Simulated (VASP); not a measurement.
## PbSe: single point with PBE

Crystal: PbSe.

```
Pb Se
1.0
     0.00000    3.00318    3.00318
     3.00318    0.00000    3.00318
     3.00318    3.00318    0.00000
Pb Se
1 1
Direct
  0.00000 0.00000 0.00000
  0.50000 0.50000 0.50000
```

```
Program             : VASP 6.6.1
Task                : single point
Functional          : PBE
Potentials or basis : VASP PAW PBE potentials, release 64 (Pb_d, Se)
Cutoff              : 500 eV
k mesh              : 7 × 7 × 7
Occupations         : methfessel-paxton, width 0.0832 eV
Spin                : no spin polarisation
```

```json
{"Pressure": "6.0 GPa"}
```

Levels at points of the mesh, in eV from the Fermi level:
```tsv
k point	band 7	band 8	band 9	band 10	band 11	band 12	band 13	band 14
(0.00, 0.00, 0.00)	-6.01	-1.95	-1.95	-1.95	5.04	5.04	5.04	6.59
```

It took 15 s on 1 thread of Intel Xeon 6975P-C, with other jobs on the host, peak memory 0.18 GiB.

Caveat: this odd mesh misses L, where the gap lies, so gap, dielectric constants and Born charges aren't listed; spin-orbit coupling is left out, which moves the levels of the heavy elements.
